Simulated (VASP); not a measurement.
A run of VASP 6.6.1 is set up as follows.

File POSCAR:

```
Co
1.0
    0.0000000000      2.5174187469      2.5174187469
    2.5174187469      0.0000000000      2.5174187469
    2.5174187469      2.5174187469      0.0000000000
Co
2
Direct
    0.0000000000      0.0000000000      0.0000000000
    0.2500000000      0.2500000000      0.2500000000
```

INCAR.step1

```
SYSTEM = Co
PREC = Accurate ; ENCUT = 520
ISMEAR = 0 ; SIGMA = 0.1
LREAL = .False. ; LASPH = .True.
NELM = 150 ; ISPIN = 2
MAGMOM = 2.1 2.1 ; LMAXMIX = 4
NBANDS = 20 ; GGA = PE
ALGO = Normal ; EDIFF = 1E-4
LWAVE = .True. ; LCHARG = .False.
```

The input INCAR.step2:

```
SYSTEM = Co
PREC = Accurate ; ENCUT = 520
EDIFF = 1E-6 ; ISMEAR = 0
SIGMA = 0.1 ; LREAL = .False.
LASPH = .True. ; NELM = 150
ALGO = Normal ; ISIF = 2
LWAVE = .False. ; LCHARG = .True.
ISPIN = 2 ; MAGMOM = 2.1 2.1
LORBIT = 11 ; LMAXMIX = 4
METAGGA = R2SCAN ; LMIXTAU = .True.
LELF = .True. ; LVHAR = .True.
NBANDS = 20 ; ISTART = 1
```

KPOINTS

```
Automatic mesh
0
Gamma
  18 18 18
  0 0 0
```

Potentials or basis: VASP PAW PBE potentials, release 64 (Co).

The run is started by

```bash
$ cat potpaw_PBE.64/Co/POTCAR > POTCAR
$ cp INCAR.step1 INCAR
$ mpirun -np 1 vasp_std > vasp.out
$ cp INCAR.step2 INCAR
$ mpirun -np 1 vasp_std > vasp.out
```

Question: What does it give for the net moment?

Answer: 3.65 μB per cell.

Question: Estimate the site moments.

Answer: Co +1.84 μB.

Question: Predict the pressure.

Answer: -0.5 GPa.

Caveat: the PAW data sets were made with another functional, which shifts forces and pressure a little.
